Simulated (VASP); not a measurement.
Write the native input for VASP 6.6.1 that does the following.

* Task: single point
* Functional: PBEsol
* Potentials or basis: VASP PAW PBE potentials, release 64 (Bi_d)
* Cutoff: 520 eV
* k mesh: 11 × 11 × 1
* Occupations: fermi-dirac, width 0.1 eV
* Spin: no spin polarisation
* Dipole correction: yes
* Further INCAR settings: ALGO = Normal; EDIFF = 1e-06; NBANDS = 14

The structure of Bi lies in POSCAR:

```
Bi
1.0
    3.4925611920      0.0000000000      0.0000000000
   -1.7462805960      3.0246467165      0.0000000000
    0.0000000000      0.0000000000     11.0000000000
Bi
1
Direct
    0.0000000000      0.0000000000      0.5000000000
```

The input as run:

INCAR

```
  PREC = Accurate
  ENCUT = 520
  EDIFF = 1E-6
  ISMEAR = -1
  SIGMA = 0.1
  LREAL = F
  LASPH = T
  NELM = 60
  ALGO = Normal
  ISIF = 2
  LWAVE = F
  LCHARG = F
  LDIPOL = T
  IDIPOL = 3
  DIPOL = 0.5 0.5 0.500
  GGA = PS
  NBANDS = 14
```

KPOINTS

```
Automatic mesh
0
Gamma
  11 11 1
```

Potentials or basis: VASP PAW PBE potentials, release 64 (Bi_d).

Command:

```bash
$ cat potpaw_PBE.64/Bi_d/POTCAR > POTCAR
$ mpirun -np 1 vasp_std > vasp.out
```

Results of the run:

* Band gap on the k mesh: zero (an odd number of electrons rules out a gap without spin polarisation)

Caveat: spin-orbit coupling is left out, which moves the levels of the heavy elements.

Run time: 12 s on 1 thread of Intel(R) Xeon(R) 6975P-C (Granite Rapids), on a shared host, peak memory 0.23 GiB.
